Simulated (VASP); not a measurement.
A run of VASP 6.6.1 is set up as follows.

File POSCAR:

```
Ge
1.0
    2.6800000000      0.0000000000      0.0000000000
    0.0000000000      2.6800000000      0.0000000000
    0.0000000000      0.0000000000      2.6800000000
Ge
1
Direct
    0.0000000000      0.0000000000      0.0000000000
```

File INCAR.step1:

```
  PREC = Accurate
  ENCUT = 600
  ISMEAR = 1
  SIGMA = 0.05
  LREAL = False
  LASPH = True
  NELM = 60
  GGA = PE
  ALGO = Normal
  EDIFF = 1E-4
  LWAVE = True
  LCHARG = False
```

The input INCAR.step2:

```
  PREC = Accurate
  ENCUT = 600
  EDIFF = 1E-7
  ISMEAR = 1
  SIGMA = 0.05
  LREAL = False
  LASPH = True
  NELM = 60
  ALGO = Normal
  ISIF = 3
  LWAVE = False
  LCHARG = False
  METAGGA = R2SCAN
  LMIXTAU = True
  IBRION = 2
  NSW = 60
  EDIFFG = -0.01
  PSTRESS = 400.0
  ISTART = 1
```

File KPOINTS:

```
Automatic mesh
0
Gamma
  8 8 8
```

Potentials or basis: VASP PAW PBE potentials, release 64 (Ge_d).

Command:

```sh
$ cat potpaw_PBE.64/Ge_d/POTCAR > POTCAR
$ cp INCAR.step1 INCAR
$ mpirun -np 1 vasp_std > vasp.out
$ cp INCAR.step2 INCAR
$ mpirun -np 1 vasp_std > vasp.out
```

(1) What does it give for the relaxed cell?

(2) Predict the space group after relaxing (to 0.05 Å).

(3) Predict the relaxed volume.

(4) Predict the band gap on the k mesh.

Results:

(1) a = 2.448 Å, b = 2.448 Å, c = 2.448 Å, α = 90.00°, β = 90.00°, γ = 90.00°.

(2) Pm-3m (No. 221).

(3) 14.67 Å³/atom.

(4) zero (band 7 reaches 18.25 eV, above the bottom of band 8 at 5.60 eV).

Caveat: the cell is relaxed towards a set pressure, so the enthalpy falls and the energy may rise; the volume moved by over 15 % at a fixed basis, so the end points are rough; the PAW data sets were made with another functional, which shifts forces and pressure a little.
